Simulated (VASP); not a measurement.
Wanted: the native input for a VASP 6.6.1 run.

| Property | Result |
| --- | --- |
| Task | single point |
| Functional | PBE |
| Potentials or basis | VASP PAW PBE potentials, release 64 (In_d, Ru_pv) |
| Cutoff | 520 eV |
| k mesh | 4 × 4 × 4 |
| Occupations | gaussian, width 0.2 eV |
| Spin | no spin polarisation |
| Dipole correction | no |
| Further INCAR settings | ALGO = Fast; EDIFF = 1e-06; NBANDS = 41 |

The structure of In4Ru lies in POSCAR:

```
In4Ru
1.0
   -3.1459416250      3.1459416250      3.1459416250
    3.1459416250     -3.1459416250      3.1459416250
    3.1459416250      3.1459416250     -3.1459416250
In Ru
4 1
Direct
    0.0000000000      0.5000000000      0.0000000000
    0.0000000000      0.0000000000      0.5000000000
    0.5000000000      0.5000000000      0.5000000000
    0.5000000000      0.0000000000      0.0000000000
    0.0000000000      0.0000000000      0.0000000000
```

These files were run (other wordings do the same):

INCAR

```
ALGO = Fast
EDIFF = 1E-6
ENCUT = 520
GGA = PE
ISIF = 2
ISMEAR = 0
LASPH = T
LCHARG = T
LELF = T
LREAL = F
LVHAR = T
LWAVE = F
NBANDS = 41
NELM = 80
PREC = Accurate
SIGMA = 0.2
```

KPOINTS

```
k-points
0
Gamma
  4 4 4
```

Potentials or basis: VASP PAW PBE potentials, release 64 (In_d, Ru_pv).

The run is started by

```sh
$ cat potpaw_PBE.64/In_d/POTCAR potpaw_PBE.64/Ru_pv/POTCAR > POTCAR
$ mpirun -np 1 vasp_std > vasp.out
```

Results of the run:

```json
{"Pressure": "-0.5 GPa", "Band gap on the k mesh": "zero (band 33 reaches 9.95 eV, above the bottom of band 34 at 6.59 eV)"}
```

Caveat: spin-orbit coupling is left out, which moves the levels of the heavy elements.

Run time: 54 s on 1 thread of AMD EPYC 9R14 (Zen 4) (shared host), peak memory 0.23 GiB.
